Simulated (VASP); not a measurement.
# Fe2Ge (P6_3/mmc) in VASP: settings compared

The runs below take Fe2Ge through relaxation of cell and atoms, with BLYP+D3(BJ), PBEsol+D3(BJ).

Everything below comes from runs of VASP 6.6.1. Logs are shortened: lines on timing, memory, paths and dates and some standing lists are left out, and cuts for length are marked.

### 1 The cell of the first run

It takes space group P6_3/mmc (No. 194, hexagonal). Conventional cell: a = 4.133 Å, b = 4.133 Å, c = 5.009 Å, α = 90.00°, β = 90.00°, γ = 120.00°. Fe (site symmetry -3m) has 8 Fe at 2.50 to 2.69 Å and 6 Ge at 2.69 Å within 3.3 Å. Fe (site symmetry -6m2) has 5 Ge at 2.39 to 2.50 Å and 6 Fe at 2.69 Å within 3.2 Å. Within 3.2 Å of Ge (site symmetry -6m2) lie 11 Fe at 2.39 to 2.69 Å.

### 2 Relaxation of cell and atoms, BLYP+D3(BJ), collinear spin, ferromagnetic start

INCAR reads:

```
SYSTEM = Fe2Ge
AGGAC = 1.0
AGGAX = 1.0
ALDAC = 0.0
ALDAX = 1.0
ALGO = Normal
EDIFF = 1E-6
EDIFFG = -0.05
ENCUT = 600
GGA = B5
IBRION = 2
ISIF = 3
ISMEAR = -1
ISPIN = 2
IVDW = 12
LASPH = .TRUE.
LCHARG = .FALSE.
LMAXMIX = 4
LORBIT = 11
LREAL = .FALSE.
LWAVE = .FALSE.
MAGMOM = 3.5 3.5 3.5 3.5 0 0
NELM = 150
NSW = 60
PREC = Accurate
SIGMA = 0.15
VDW_A1 = 0.4298
VDW_A2 = 4.2359
VDW_S6 = 1.0
VDW_S8 = 2.6996
```

KPOINTS reads:

```
k-points
0
G
  7 7 5
  0 0 0
```

POSCAR reads:

```
Fe2Ge
1.0
    4.1328680000      0.0000000000      0.0000000000
   -2.0664340000      3.5791690000      0.0000000000
    0.0000000000      0.0000000000      5.0087520000
Fe Ge
4 2
Direct
    0.0000000000      0.0000000000      0.0000000000
    0.0000000000      0.0000000000      0.5000000000
    0.6666666667      0.3333333333      0.7500000000
    0.3333333333      0.6666666667      0.2500000000
    0.6666666667      0.3333333333      0.2500000000
    0.3333333333      0.6666666667      0.7500000000
```

Potentials or basis: VASP PAW PBE potentials, release 64 (Fe, Ge_d).

Run with:

```sh
cat potpaw_PBE.64/Fe/POTCAR potpaw_PBE.64/Ge_d/POTCAR > POTCAR
mpirun -np 1 vasp_std > vasp.out
```

OUTCAR:

```text
SYSTEM = Fe2Ge
   EDIFF = 1E-6
   EDIFFG = -0.05
   ENCUT = 600
   GGA = B5
   IBRION = 2
   ISIF = 3
   ISMEAR = -1
   ISPIN = 2
   IVDW = 12
   LASPH = .TRUE.
   LORBIT = 11
   LREAL = .FALSE.
   NELM = 150
   NSW = 60
   PREC = Accurate
 IVDW          = 12

 ion  position               nearest neighbor table
   1  0.000  0.000  0.000-   2 2.50   2 2.50   4 2.69   5 2.69   6 2.69   3 2.69   3 2.69   5 2.69
                             4 2.69   6 2.69   3 2.69   5 2.69   4 2.69   6 2.69
   2  0.000  0.000  0.500-   1 2.50   1 2.50   4 2.69   5 2.69   6 2.69   3 2.69   3 2.69   5 2.69
                             4 2.69   6 2.69   3 2.69   5 2.69   4 2.69   6 2.69
   3  0.667  0.333  0.750-   6 2.39   6 2.39   6 2.39   5 2.50   5 2.50   1 2.69   2 2.69   1 2.69
                             2 2.69   1 2.69   2 2.69
   4  0.333  0.667  0.250-   5 2.39   5 2.39   5 2.39   6 2.50   6 2.50   1 2.69   2 2.69   2 2.69
                             1 2.69   2 2.69   1 2.69
   5  0.667  0.333  0.250-   4 2.39   4 2.39   4 2.39   3 2.50   3 2.50   1 2.69   2 2.69   1 2.69
                             2 2.69   1 2.69   2 2.69
   6  0.333  0.667  0.750-   3 2.39   3 2.39   3 2.39   4 2.50   4 2.50   1 2.69   2 2.69   2 2.69
                             1 2.69   2 2.69   1 2.69

  LATTYP: Found a hexagonal cell.
 ALAT       =     4.1328680000
 C/A-ratio  =     1.2119312787

  Lattice vectors:

 A1 = (   4.1328680000,   0.0000000000,   0.0000000000)
 A2 = (  -2.0664340000,   3.5791690000,   0.0000000000)
 A3 = (   0.0000000000,   0.0000000000,   5.0087520000)

Analysis of symmetry for initial positions (statically):
=====================================================================
 Subroutine PRICEL returns:
 Original cell was already a primitive cell.

 Routine SETGRP: Setting up the symmetry group for a
 hexagonal supercell.

 Subroutine GETGRP returns: Found 24 space group operations
 (whereof 12 operations were pure point group operations)
 out of a pool of 24 trial point group operations.

The static configuration has the point symmetry D_3d.
 The point group associated with its full space group is D_6h.

Analysis of symmetry for dynamics (positions and initial velocities):
=====================================================================
 Subroutine PRICEL returns:
 Original cell was already a primitive cell.

 Routine SETGRP: Setting up the symmetry group for a
 hexagonal supercell.

 Subroutine GETGRP returns: Found 24 space group operations
 (whereof 12 operations were pure point group operations)
 out of a pool of 24 trial point group operations.

The dynamic configuration has the point symmetry D_3d.
 The point group associated with its full space group is D_6h.

Analysis of structural, dynamic, and magnetic symmetry:
=====================================================================
 Subroutine PRICEL returns:
 Original cell was already a primitive cell.

 Routine SETGRP: Setting up the symmetry group for a
 hexagonal supercell.

 Subroutine GETGRP returns: Found 24 space group operations
 (whereof 12 operations were pure point group operations)
 out of a pool of 24 trial point group operations.

The overall configuration has the point symmetry D_3d.
 The point group associated with its full space group is D_6h.

 Subroutine INISYM returns: Found 24 space group operations
 (whereof 12 operations are pure point group operations),
 and found     1 'primitive' translations

----------------------------------------------------------------------------------------

                                     Primitive cell

  volume of cell :      74.0906

  direct lattice vectors                    reciprocal lattice vectors
     4.132868000  0.000000000  0.000000000     0.241962724  0.139697231  0.000000000
    -2.066434000  3.579169000  0.000000000     0.000000000  0.279394463  0.000000000
     0.000000000  0.000000000  5.008752000     0.000000000  0.000000000  0.199650532

  length of vectors
     4.132868000  4.132868278  5.008752000     0.279394482  0.279394463  0.199650532

  position of ions in fractional coordinates (direct lattice)
     0.000000000  0.000000000  0.000000000
     0.000000000  0.000000000  0.500000000
     0.666666667  0.333333333  0.750000000
     0.333333333  0.666666667  0.250000000
     0.666666667  0.333333333  0.250000000
     0.333333333  0.666666667  0.750000000

  ion indices of the primitive-cell ions
   primitive index   ion index
                 1           1
                 2           2
                 3           3
                 4           4
                 5           5
                 6           6

----------------------------------------------------------------------------------------

 KPOINTS: k-points

Automatic generation of k-mesh.
 Grid dimensions read from file:
 generate k-points for:    7    7    5

 Generating k-lattice:

  Cartesian coordinates                     Fractional coordinates (reciprocal lattice)
     0.034566103  0.019956747  0.000000000     0.142857143  0.000000000  0.000000000
     0.000000000  0.039913495  0.000000000     0.000000000  0.142857143  0.000000000
     0.000000000  0.000000000  0.039930106     0.000000000  0.000000000  0.200000000

  Length of vectors
     0.039913497  0.039913495  0.039930106

  Shift w.r.t. Gamma in fractional coordinates (k-lattice)
     0.000000000  0.000000000  0.000000000

 Subroutine IBZKPT returns following result:
 ===========================================

 Found     24 irreducible k-points:

 Following reciprocal coordinates:
            Coordinates               Weight
  0.000000  0.000000  0.000000      1.000000
  0.142857  0.000000  0.000000      6.000000
  0.285714  0.000000  0.000000      6.000000
  0.428571  0.000000  0.000000      6.000000
  0.142857  0.142857  0.000000      6.000000
  0.285714  0.142857  0.000000     12.000000
[... 16 lines left out ...]
  0.428571  0.142857  0.400000     12.000000
  0.285714  0.285714  0.400000     12.000000
   k-points           NKPTS =     24   k-points in BZ     NKDIM =     24   number of bands    NBANDS=     43
   number of dos      NEDOS =    301   number of ions     NIONS =      6
   total plane-waves  NPLWV =  51840
   dimension x,y,z NGX =    36 NGY =   36 NGZ =   40
   dimension x,y,z NGXF=    72 NGYF=   72 NGZF=   80
   ions per type =               4   2
   NGX,Y,Z   is equivalent  to a cutoff of  14.48, 14.48, 13.28 a.u.
   NGXF,Y,Z  is equivalent  to a cutoff of  28.96, 28.96, 26.55 a.u.
 SYSTEM =  Fe2Ge
   PREC   = accura    normal or accurate (medium, high low for compatibility)
   ISTART =      0    job   : 0-new  1-cont  2-samecut
   ICHARG =      2    charge: 1-file 2-atom 10-const
   ISPIN  =      2    spin polarized calculation?
   LNONCOLLINEAR =      F non collinear calculations
   LSORBIT =      F    spin-orbit coupling
   LASPH  =      T    aspherical Exc in radial PAW
   ENCUT  =  600.0 eV  44.10 Ry    6.64 a.u.   8.25  8.25 10.00*2*pi/ulx,y,z
   NELM   =    150;   NELMIN=  2; NELMDL= -5     # of ELM steps
   EDIFF  = 0.1E-05   stopping-criterion for ELM
   LREAL  =      F    real-space projection
   EDIFFG = -.5E-01   stopping-criterion for IOM
   NSW    =     60    number of steps for IOM
   IBRION =      2    ionic relax: 0-MD 1-quasi-New 2-CG
   NFREE  =      1    steps in history (QN), initial steepest desc. (CG)
   ISIF   =      3    stress and relaxation
   ISYM   =      2    0-nonsym 1-usesym 2-fastsym
   POTIM  = 0.5000    time-step for ionic-motion
   TEBEG  =    0.0;   TEEND  =   0.0 temperature during run
   PSTRESS=    0.0 pullay stress
   NELECT =      60.0000    total number of electrons
   NUPDOWN=      -1.0000    fix difference up-down
   EMIN   =  10.00;   EMAX   =-10.00  energy-range for DOS
   EFERMI =   0.00;   METHOD = LEGACY
   ISMEAR =    -1;   SIGMA  =   0.15  broadening in eV -4-tet -1-fermi 0-gaus
   EFERMI_NEDOS =   21; number of points for ismear=-14 and -15
   IALGO  =     38    algorithm
   IMIX   =      4    mixing-type and parameters
     AMIX     =   0.40;   BMIX     =  1.00
     AMIX_MAG =   1.60;   BMIX_MAG =  1.00
  volume/ion in A,a.u.               =      12.35        83.33
  Fermi-wavevector in a.u.,A,eV,Ry     =   1.525940  2.883609 31.681074  2.328493
  Thomas-Fermi vector in A             =   2.634042
   LORBIT       =     11    0 simple, 1 ext, 2 COOP (PROOUT), +10 PAW based schemes
   GGA     = B5    functional components
   LHFCALC =     F    Hartree Fock is set to
   AEXX    =    0.0000 exact exchange contribution
   IVDW    =    12    specifies the selected vdW correction
   LEPSILON=     F    determine dielectric tensor
   LRPA    =     F    only Hartree local field effects (RPA)
 conjugate gradient relaxation of ions
 spin polarized calculation
  energy-cutoff  :      600.00
  volume of cell :       74.09
 maximum number of plane-waves:      2492
 NGX is ok and might be reduce to    36
   NGX = 17   NGY = 17   NGZ = 21

--------------------------------------- Ionic step        1  -------------------------------------------

 number of electron      60.0000000 magnetization      14.0000000

 number of electron      60.0000004 magnetization       7.3353024

 Free energy of the ion-electron system (eV)
  ---------------------------------------------------
  ext. energy  EPLUGINS =         0.00000000
  ---------------------------------------------------
  free energy    TOTEN  =       -35.85000233 eV

  energy without entropy =      -35.37572405  energy(sigma->0) =      -35.61286319

------------------------ aborting loop because EDIFF is reached ----------------------------------------

 Edisp (eV)   -5.41850

 E8    (eV) :    -4.0199

  FORCE on cell =-STRESS in cart. coord.  units (eV):
  Direction    XX          YY          ZZ          XY          YZ          ZX
  --------------------------------------------------------------------------------------
  -------------------------------------------------------------------------------------
  Total      -2.16516    -2.16516    -1.88674     0.00000     0.00000     0.00000
  in kB     -46.82066   -46.82067   -40.79992     0.00000     0.00000     0.00000
  external pressure =      -44.81 kB  Pullay stress =        0.00 kB
[... 69 lines left out ...]
  energy  without entropy=      -40.8093400979  energy(sigma->0) =      -41.04722706

--------------------------------------- Ionic step        3  -------------------------------------------

 number of electron      60.0000019 magnetization       6.9307442

 Free energy of the ion-electron system (eV)
  ---------------------------------------------------
  ext. energy  EPLUGINS =         0.00000000
  ---------------------------------------------------
  free energy    TOTEN  =       -35.70787116 eV

  energy without entropy =      -35.23315658  energy(sigma->0) =      -35.47051387

 E-fermi :   8.4540     XC(G=0): -12.5252

 val. band max:        8.4529043300   @ k =   0.1429   0.1429   0.2000
 cond. band min:       8.4768713034   @ k =   0.1429   0.1429   0.0000
 fundamental gap:      0.0239669734
 Fermi energy:         8.4539602527

 spin component 1

 k-point     1 :       0.0000    0.0000    0.0000
  band No.  band energies     occupation
      1     -16.2854      1.00000
      2     -16.2788      1.00000
      3     -16.2544      1.00000
      4     -16.2544      1.00000
      5     -16.2305      1.00000
      6     -16.2305      1.00000
[... 1069 lines left out ...]
     41      16.0868      0.00000
     42      16.2562      0.00000
 Fermi energy:         8.4539602527

 spin component 2

 k-point     1 :       0.0000    0.0000    0.0000
  band No.  band energies     occupation
      1     -16.2960      1.00000
      2     -16.2895      1.00000
      3     -16.2693      1.00000
      4     -16.2693      1.00000
      5     -16.2404      1.00000
      6     -16.2404      1.00000
[... 1069 lines left out ...]
     41      16.5777      0.00000
     42      16.7438      0.00000
 [bands above 42 left out]

------------------------ aborting loop because EDIFF is reached ----------------------------------------

 Edisp (eV)   -5.59257

 E8    (eV) :    -4.1501

  FORCE on cell =-STRESS in cart. coord.  units (eV):
  Direction    XX          YY          ZZ          XY          YZ          ZX
  --------------------------------------------------------------------------------------
  -------------------------------------------------------------------------------------
  Total      -0.06768    -0.06768    -0.05107     0.00000     0.00000     0.00000
  in kB      -1.50824    -1.50824    -1.13815     0.00000     0.00000     0.00000
  external pressure =       -1.38 kB  Pullay stress =        0.00 kB
[... 21 lines left out ...]
  FREE ENERGIE OF THE ION-ELECTRON SYSTEM (eV)
  ---------------------------------------------------
  free  energy   TOTEN  =       -41.3004386333 eV

  energy  without entropy=      -40.8257240564  energy(sigma->0) =      -41.06308134

 reached required accuracy - stopping structural energy minimisation

 total charge

# of ion       s       p       d       tot
------------------------------------------
    1        0.396   0.476   6.352   7.225
    2        0.396   0.476   6.352   7.225
    3        0.424   0.497   6.565   7.486
    4        0.424   0.497   6.565   7.486
    5        1.107   1.351  10.119  12.577
    6        1.107   1.351  10.119  12.577
--------------------------------------------------
tot          3.855   4.649  46.072  54.576

 magnetization (x)

# of ion       s       p       d       tot
------------------------------------------
    1       -0.000   0.002   2.216   2.217
    2       -0.000   0.002   2.216   2.217
    3        0.006  -0.002   1.315   1.319
    4        0.006  -0.002   1.315   1.319
    5       -0.004  -0.079   0.005  -0.077
    6       -0.004  -0.079   0.005  -0.077
--------------------------------------------------
tot          0.004  -0.159   7.073   6.918
```

Run time: 4.8 min. Hardware: 1 thread of Intel Xeon 6975P-C (Granite Rapids), shared host; peak memory 0.36 GiB.

Results:

```
Free energy                                           : -41.3004 eV
Relaxed volume                                        : 11.98 Å³/atom
Relaxed cell                                          : a = 4.090 Å, b = 4.090 Å, c = 4.963 Å, α = 90.00°, β = 90.00°, γ = 120.00°
Space group after relaxing (to 0.1 Å)                 : P6_3/mmc (No. 194)
Energy gained by relaxing                             : 5.3 meV/atom
Ionic steps                                           : 3
Pressure after relaxing                               : -0.1 GPa
Net moment                                            : 6.93 μB per cell
Site moments                                          : Fe +2.22, +1.32 (each value once); Ge -0.08 μB
Valence electrons inside the program's atomic spheres : Fe 7.22, 7.49 (each value once); Ge 12.58
Dispersion energy per atom                            : -0.932 eV
```

The path:
| step | energy change (eV) | largest force (eV/Å) | pressure (GPa) | volume (Å³) |
| --- | --- | --- | --- | --- |
| 1 | 0.0000 | 0.0000 | -4.48 | 74.09 |
| 2 | -0.0166 | 0.0000 | 3.41 | 70.45 |
| 3 | -0.0319 | 0.0000 | -0.14 | 71.90 |

Final structure:
```
Fe Ge
1.0
     4.08983    0.00000    0.00000
    -2.04492    3.54190    0.00000
     0.00000    0.00000    4.96330
Fe Ge
4 2
Direct
  0.00000 0.00000 0.00000
  0.00000 0.00000 0.50000
  0.66667 0.33333 0.75000
  0.33333 0.66667 0.25000
  0.66667 0.33333 0.25000
  0.33333 0.66667 0.75000
```

Levels at points of the mesh, in eV from the Fermi level:
Spin up:
```tsv
k point	band 31	band 32	band 33	band 34	band 35	band 36
(0.00, 0.00, 0.00)	-0.56	-0.32	0.24	2.31	2.89	2.89
```
Spin down:
```csv
k point,band 22,band 23,band 24,band 25,band 26,band 27,band 28,band 29,band 30,band 31
"(0.00, 0.00, 0.00)",-2.12,-0.27,-0.27,-0.21,0.55,0.60,0.60,0.82,0.82,1.18
```

Caveat: the PAW data sets were made with another functional, which shifts forces and pressure a little.

### 3 Relaxation of cell and atoms, PBEsol+D3(BJ), collinear spin, ferromagnetic start

INCAR reads:

```
SYSTEM = Fe2Ge
PREC     = Accurate       ! precision mode
ENCUT    = 600            ! plane-wave cutoff, eV
EDIFF    = 1E-7           ! SCF threshold, eV
ISMEAR   = -1             ! smearing method
SIGMA    = 0.15           ! smearing width, eV
LREAL    = .False.        ! projectors in reciprocal space
LASPH    = .True.         ! aspherical terms in the spheres
NELM     = 150            ! most SCF steps
ALGO     = Normal         ! electronic algorithm
ISIF     = 3              ! what is computed and relaxed
LWAVE    = .False.        ! write WAVECAR
LCHARG   = .False.        ! write CHGCAR
ISPIN    = 2              ! spin polarisation
MAGMOM   = 3.5 3.5 3.5 3.5 0 0 ! initial moments
LORBIT   = 11             ! projections on sites
LMAXMIX  = 4              ! l up to which the mixer works
GGA      = PS             ! functional
IVDW     = 12             ! dispersion correction
IBRION   = 2              ! ionic algorithm
NSW      = 60             ! ionic steps
EDIFFG   = -0.05          ! ionic threshold
```

KPOINTS reads:

```
regular mesh
0
Gamma
  7 7 5
  0 0 0
```

POSCAR is that of step 2.

Potentials or basis: VASP PAW PBE potentials, release 64 (Fe, Ge_d).

Run with:

```sh
cat potpaw_PBE.64/Fe/POTCAR potpaw_PBE.64/Ge_d/POTCAR > POTCAR
mpirun -np 1 vasp_std > vasp.out
```

It took 18 min on 1 thread of Intel Xeon 8259CL, shared host; peak memory 0.36 GiB.

The run converged. Its results:

```
Free energy                                           : -48.6978 eV
Relaxed volume                                        : 11.34 Å³/atom
Relaxed cell                                          : a = 4.017 Å, b = 4.017 Å, c = 4.871 Å, α = 90.00°, β = 90.00°, γ = 120.00°
Space group after relaxing (to 0.1 Å)                 : P6_3/mmc (No. 194)
Energy gained by relaxing                             : 45.0 meV/atom
Ionic steps                                           : 4
Pressure after relaxing                               : 0.2 GPa
Net moment                                            : 6.35 μB per cell
Site moments                                          : Fe +2.10, +1.12 (each value once); Ge -0.07 μB
Valence electrons inside the program's atomic spheres : Fe 7.30, 7.59 (each value once); Ge 12.63
Dispersion energy per atom                            : -0.398 eV
```

Stress tensor (GPa, compression positive):
```
 0.46  0.00  0.00
 0.00  0.46  0.00
 0.00  0.00 -0.44
```

Step by step:
```tsv
step	energy change (eV)	largest force (eV/Å)	pressure (GPa)	volume (Å³)
1	0.0000	0.0000	-13.24	74.09
2	-0.0653	0.0000	15.73	63.68
3	-0.2697	0.0000	-0.18	68.18
4	-0.2697	0.0000	0.16	68.06
```

Final structure:
```xyz
6
Lattice="4.0167 0.0000 0.0000 -2.0083 3.4786 0.0000 0.0000 0.0000 4.8712" Properties=species:S:1:pos:R:3 pbc="T T T"
Fe    0.0000    0.0000    0.0000
Fe    0.0000    0.0000    2.4356
Fe    2.0083    1.1595    3.6534
Fe    0.0000    2.3190    1.2178
Ge    2.0083    1.1595    1.2178
Ge    0.0000    2.3190    3.6534
```

Levels at points of the mesh, in eV from the Fermi level:
Spin up:
```tsv
k point	band 30	band 31	band 32	band 33	band 34	band 35	band 36	band 37
(0.00, 0.00, 0.00)	-0.40	-0.40	-0.23	0.41	2.64	3.12	3.13	3.13
```
Spin down:
```
           k point  band 24  band 25  band 26  band 27  band 28  band 29  band 30  band 31
(0.00, 0.00, 0.00)    -0.39    -0.25     0.53     0.55     0.55     0.74     0.74     1.26
```

Caveat: the PAW data sets were made with another functional, which shifts forces and pressure a little.
